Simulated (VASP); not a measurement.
A run of VASP 6.6.1 is set up as follows.

POSCAR

```
BeTe
1.0
    0.0000000000      2.8100000000      2.8100000000
    2.8100000000      0.0000000000      2.8100000000
    2.8100000000      2.8100000000      0.0000000000
Be Te
1 1
Direct
    0.0000000000      0.0000000000      0.0000000000
    0.2500000000      0.2500000000      0.2500000000
```

INCAR.step1

```
PREC = Accurate
ENCUT = 660
ISMEAR = 0
SIGMA = 0.1
LREAL = False
LASPH = True
NELM = 120
NBANDS = 11
GGA = PE
ALGO = Normal
EDIFF = 1E-5
LWAVE = True
LCHARG = False
GGA_COMPAT = False
```

The input INCAR.step2:

```
PREC = Accurate
ENCUT = 660
EDIFF = 1E-6
ISMEAR = 0
SIGMA = 0.1
LREAL = False
LASPH = True
NELM = 120
ALGO = Normal
ISIF = 2
LWAVE = False
LCHARG = True
METAGGA = R2SCAN
LMIXTAU = True
LUSE_VDW = True
IVDW_NL = 2
BPARAM = 11.95
CPARAM = 0.0093
LELF = True
LVHAR = True
NBANDS = 11
ISTART = 1
GGA_COMPAT = False
```

KPOINTS

```
regular mesh
0
Gamma
  6 6 6
```

Potentials or basis: VASP PAW PBE potentials, release 64 (Be, Te).

Run with:

```sh
$ cat potpaw_PBE.64/Be/POTCAR potpaw_PBE.64/Te/POTCAR > POTCAR
$ cp INCAR.step1 INCAR
$ mpirun -np 1 vasp_std > vasp.out
$ cp INCAR.step2 INCAR
$ mpirun -np 1 vasp_std > vasp.out
```

(1) What does it give for the band gap on the k mesh?

(2) Estimate the pressure.

Answers

(1) 2.26 eV, indirect (least direct gap 3.99 eV).

(2) 0.9 GPa.

Caveat: the PAW data sets were made with another functional, which shifts forces and pressure a little; spin-orbit coupling is left out, which moves the levels of the heavy elements.
